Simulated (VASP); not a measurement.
# S (Pmn2_1) in VASP: single point with PBE+D3(BJ)

Aim: the single point of S with PBE+D3(BJ).

All numbers are computed with VASP 6.6.1; they aren't measurements. Logs are shortened: lines on timing, memory, paths and dates and some standing lists are left out, and cuts for length are marked.

## Step 1: The cell of the first run

Symmetry: Pmn2_1, No. 31, orthorhombic system. The conventional cell has a = 2.960 Å, b = 11.203 Å, c = 5.476 Å, α = 90.00°, β = 90.00°, γ = 90.00°. Within 2.5 Å of S (site symmetry m) lie 1 S at 1.90 Å. S (site symmetry m) has 1 S at 1.90 Å within 2.5 Å. Within 2.5 Å of S (site symmetry m) lie 1 S at 1.90 Å. S (site symmetry m) has 1 S at 1.90 Å within 2.5 Å.

## Step 2: Single point, PBE+D3(BJ) (the distance across one plane changed)

INCAR

```
PREC = Accurate ; ENCUT = 520
EDIFF = 1E-7 ; ISMEAR = 0
SIGMA = 0.15 ; LREAL = F
LASPH = T ; NELM = 100
ALGO = Normal ; ISIF = 2
LWAVE = F ; LCHARG = F
GGA = PE ; IVDW = 12
NBANDS = 34
```

KPOINTS

```
Automatic mesh
0
Gamma
  9 16 5
```

POSCAR

```
S
1.0
    0.0000000000     -5.4762743414      0.0000000000
    0.0000000000      0.0000000000     -2.9602546931
   11.2025486828      0.0000000000      0.0000000000
S
8
Direct
    0.1226657981      0.5000000000      0.3066671960
    0.1226657981      0.5000000000      0.7955090209
    0.8773342019      0.5000000000      0.9154373662
    0.8773342019      0.5000000000      0.4265955413
    0.3773342019      0.0000000000      0.0622462836
    0.3773342019      0.0000000000      0.5510881085
    0.6226657981      0.0000000000      0.1821746289
    0.6226657981      0.0000000000      0.6710164537
```

Potentials or basis: VASP PAW PBE potentials, release 64 (S).

Command:

```sh
$ cat potpaw_PBE.64/S/POTCAR > POTCAR
$ mpirun -np 1 vasp_std > vasp.out
```

OUTCAR:

```text
PREC = Accurate
   ENCUT = 520
   EDIFF = 1E-7
   ISMEAR = 0
   LREAL = F
   LASPH = T
   NELM = 100
   ISIF = 2
   GGA = PE
   IVDW = 12
 IVDW          = 12

 ion  position               nearest neighbor table
   1  0.123  0.500  0.307-   4 1.90
   2  0.123  0.500  0.796-   3 1.90
   3  0.877  0.500  0.915-   2 1.90
   4  0.877  0.500  0.427-   1 1.90
   5  0.377  0.000  0.062-   7 1.90
   6  0.377  0.000  0.551-   8 1.90
   7  0.623  0.000  0.182-   5 1.90
   8  0.623  0.000  0.671-   6 1.90

  LATTYP: Found a simple orthorhombic cell.
 ALAT       =     2.9602546931
 B/A-ratio  =     1.8499335054
 C/A-ratio  =     3.7843192037

  Lattice vectors:

 A1 = (   0.0000000000,   0.0000000000,   2.9602546931)
 A2 = (   0.0000000000,  -5.4762743414,   0.0000000000)
 A3 = (  11.2025486828,   0.0000000000,   0.0000000000)

Analysis of symmetry for initial positions (statically):
=====================================================================
 Subroutine PRICEL returns:
 Original cell was already a primitive cell.

 Routine SETGRP: Setting up the symmetry group for a
 simple orthorhombic supercell.

 Subroutine GETGRP returns: Found  4 space group operations
 (whereof  2 operations were pure point group operations)
 out of a pool of  8 trial point group operations.

The static configuration has the point symmetry C_1h.
 The point group associated with its full space group is C_2v.

Analysis of symmetry for dynamics (positions and initial velocities):
=====================================================================
 Subroutine PRICEL returns:
 Original cell was already a primitive cell.

 Routine SETGRP: Setting up the symmetry group for a
 simple orthorhombic supercell.

 Subroutine GETGRP returns: Found  4 space group operations
 (whereof  2 operations were pure point group operations)
 out of a pool of  8 trial point group operations.

The dynamic configuration has the point symmetry C_1h.
 The point group associated with its full space group is C_2v.

 Subroutine INISYM returns: Found  4 space group operations
 (whereof  2 operations are pure point group operations),
 and found     1 'primitive' translations

----------------------------------------------------------------------------------------

                                     Primitive cell
[... 107 lines left out ...]
   IBRION =     -1    ionic relax: 0-MD 1-quasi-New 2-CG
   NFREE  =      0    steps in history (QN), initial steepest desc. (CG)
   ISIF   =      2    stress and relaxation
   ISYM   =      2    0-nonsym 1-usesym 2-fastsym
   POTIM  = 0.5000    time-step for ionic-motion
   TEBEG  =    0.0;   TEEND  =   0.0 temperature during run
   PSTRESS=    0.0 pullay stress
   NELECT =      48.0000    total number of electrons
   NUPDOWN=      -1.0000    fix difference up-down
   EMIN   =  10.00;   EMAX   =-10.00  energy-range for DOS
   EFERMI =   0.00;   METHOD = LEGACY
   ISMEAR =     0;   SIGMA  =   0.15  broadening in eV -4-tet -1-fermi 0-gaus
   EFERMI_NEDOS =   21; number of points for ismear=-14 and -15
   IALGO  =     38    algorithm
   IMIX   =      4    mixing-type and parameters
     AMIX     =   0.40;   BMIX     =  1.00
     AMIX_MAG =   1.60;   BMIX_MAG =  1.00
  volume/ion in A,a.u.               =      22.70       153.19
  Fermi-wavevector in a.u.,A,eV,Ry     =   1.050618  1.985380 15.018088  1.103798
  Thomas-Fermi vector in A             =   2.185628
   LORBIT       =      0    0 simple, 1 ext, 2 COOP (PROOUT), +10 PAW based schemes
   GGA     = PE    functional components
   LHFCALC =     F    Hartree Fock is set to
   AEXX    =    0.0000 exact exchange contribution
   IVDW    =    12    specifies the selected vdW correction
   LEPSILON=     F    determine dielectric tensor
   LRPA    =     F    only Hartree local field effects (RPA)
 non-spin polarized calculation
 Gauss-broadening in eV      SIGMA  =   0.15
  energy-cutoff  :      520.00
  volume of cell :      181.61
 maximum number of plane-waves:      4925
 NGX is ok and might be reduce to    42
   NGX = 21   NGY = 11   NGZ = 41

 number of electron      48.0000001 magnetization

 Free energy of the ion-electron system (eV)
  ---------------------------------------------------
  ext. energy  EPLUGINS =         0.00000000
  ---------------------------------------------------
  free energy    TOTEN  =       -30.19330478 eV

  energy without entropy =      -30.12594865  energy(sigma->0) =      -30.15962671

 E-fermi :   3.4139     XC(G=0):  -9.0619

 val. band max:        3.4110036875   @ k =   0.4444   0.2500   0.0000
 cond. band min:       3.4168901054   @ k =   0.0000   0.1875   0.2000
 fundamental gap:      0.0058864179
 Fermi energy:         3.4139324087

 k-point     1 :       0.0000    0.0000    0.0000
  band No.  band energies     occupation
      1     -13.0665      2.00000
      2     -12.7466      2.00000
      3     -12.6763      2.00000
      4     -12.3262      2.00000
      5      -7.4191      2.00000
      6      -7.3829      2.00000
[... 877 lines left out ...]
     33      10.4845      0.00000
     34      10.5682      0.00000

 [... further k-points ...]

------------------------ aborting loop because EDIFF is reached ----------------------------------------

 Edisp (eV)   -2.11723

 E8    (eV) :    -0.7652

  FORCE on cell =-STRESS in cart. coord.  units (eV):
  Direction    XX          YY          ZZ          XY          YZ          ZX
  --------------------------------------------------------------------------------------
  -------------------------------------------------------------------------------------
  Total      -1.45432    -1.32961     0.40111     0.00000     0.00000     0.00000
  in kB     -12.83036   -11.73013     3.53867     0.00000     0.00000     0.00000
  external pressure =       -7.01 kB  Pullay stress =        0.00 kB

 VOLUME and BASIS-vectors are now :
 -----------------------------------------------------------------------------
  energy-cutoff  :      520.00
  volume of cell :      181.61
      direct lattice vectors                 reciprocal lattice vectors
     0.000000000 -5.476274341  0.000000000     0.000000000 -0.182605899  0.000000000
     0.000000000  0.000000000 -2.960254693     0.000000000  0.000000000 -0.337808771
    11.202548683  0.000000000  0.000000000     0.089265401  0.000000000  0.000000000

 POSITION                                       TOTAL-FORCE (eV/Angst)
 -----------------------------------------------------------------------------------
      3.43545     -0.67175     -1.48013         0.155528      0.180880      0.000000
      8.91173     -0.67175     -1.48013         0.217003      0.148042      0.000000
     10.25523     -4.80452     -1.48013        -0.089200     -0.159399      0.000000
      4.77896     -4.80452     -1.48013        -0.173416     -0.169524      0.000000
      0.69732     -2.06639      0.00000         0.089200     -0.159399      0.000000
      6.17359     -2.06639      0.00000         0.173416     -0.169524      0.000000
      2.04082     -3.40989      0.00000        -0.217003      0.148042      0.000000
      7.51709     -3.40989      0.00000        -0.155528      0.180880      0.000000
 -----------------------------------------------------------------------------------
    total drift:                               -0.000018      0.000043      0.000000

  FREE ENERGIE OF THE ION-ELECTRON SYSTEM (eV)
  ---------------------------------------------------
  free  energy   TOTEN  =       -32.3105376904 eV

  energy  without entropy=      -32.2431815651  energy(sigma->0) =      -32.27685963
```

OSZICAR:

```text
N       E                     dE             d eps       ncg     rms          rms(c)
DAV:   1     0.269769231630E+03    0.26977E+03   -0.20608E+04  9180   0.122E+03
DAV:   2    -0.957639865031E+01   -0.27935E+03   -0.26985E+03 12238   0.216E+02
DAV:   3    -0.301240664236E+02   -0.20548E+02   -0.20181E+02 11838   0.643E+01
DAV:   4    -0.304885292983E+02   -0.36446E+00   -0.36346E+00 10990   0.102E+01
DAV:   5    -0.304983935206E+02   -0.98642E-02   -0.98587E-02 11418   0.163E+00    0.294E+01
DAV:   6    -0.302141298350E+02    0.28426E+00   -0.51150E-01 10054   0.304E+00    0.165E+01
DAV:   7    -0.302029398376E+02    0.11190E-01   -0.56296E-01 10600   0.293E+00    0.156E+00
DAV:   8    -0.301946253307E+02    0.83145E-02   -0.11825E-01  9976   0.151E+00    0.833E-01
DAV:   9    -0.301935404580E+02    0.10849E-02   -0.19931E-02 11572   0.551E-01    0.492E-01
DAV:  10    -0.301935704143E+02   -0.29956E-04   -0.38516E-03 11882   0.251E-01    0.352E-01
DAV:  11    -0.301933068989E+02    0.26352E-03   -0.14882E-03 10848   0.165E-01    0.142E-01
DAV:  12    -0.301933099806E+02   -0.30817E-05   -0.41047E-04 10354   0.855E-02    0.715E-02
DAV:  13    -0.301933074356E+02    0.25450E-05   -0.29656E-05 11024   0.257E-02    0.483E-02
DAV:  14    -0.301933033424E+02    0.40932E-05   -0.53726E-06 10756   0.987E-03    0.147E-02
DAV:  15    -0.301933035224E+02   -0.17999E-06   -0.32012E-06 11046   0.785E-03    0.231E-02
DAV:  16    -0.301933042906E+02   -0.76819E-06   -0.79172E-07  9698   0.407E-03    0.500E-03
DAV:  17    -0.301933048571E+02   -0.56650E-06   -0.30595E-07  7100   0.229E-03    0.475E-03
DAV:  18    -0.301933047770E+02    0.80100E-07   -0.25821E-08  5188   0.849E-04
   1 F= -.32310538E+02 E0= -.32276860E+02  d E =-.673561E-01
```

stdout:

```text
POSCAR found type information on POSCAR S
 POSCAR found :  1 types and       8 ions
 scaLAPACK will be used
 LDA part: xc-table for (Slater+PW92), standard interpolation
 POSCAR, INCAR and KPOINTS ok, starting setup
 FFT: planning ... GRIDC
 FFT: planning ... GRID_SOFT
 FFT: planning ... GRID
 WAVECAR not read
 entering main loop
```

Run time: 10 min. Hardware: 1 thread of Intel Xeon Platinum 8488C (Sapphire Rapids), shared host; peak memory 0.65 GiB.

What came out:

```yaml
Free_energy: -32.3105 eV
Pressure: -0.7 GPa
Largest_force: 0.263 eV/Å
Band_gap_on_the_k_mesh: zero (bands 24 and 25 overlap by 2.14 eV)
Dispersion_energy_per_atom: -0.265 eV
```

Forces in eV/Å, atoms in the order of the input:
```
S    0.156  0.181  0.000
S    0.217  0.148  0.000
S   -0.089 -0.159  0.000
S   -0.173 -0.170  0.000
S    0.089 -0.159  0.000
S    0.173 -0.170  0.000
S   -0.217  0.148  0.000
S   -0.156  0.181  0.000
```

Stress tensor (GPa, compression positive):
```
-1.28  0.00  0.00
 0.00 -1.17  0.00
 0.00  0.00  0.35
```

Caveat: the cell differs from its parent crystal (the distance across one plane changed).
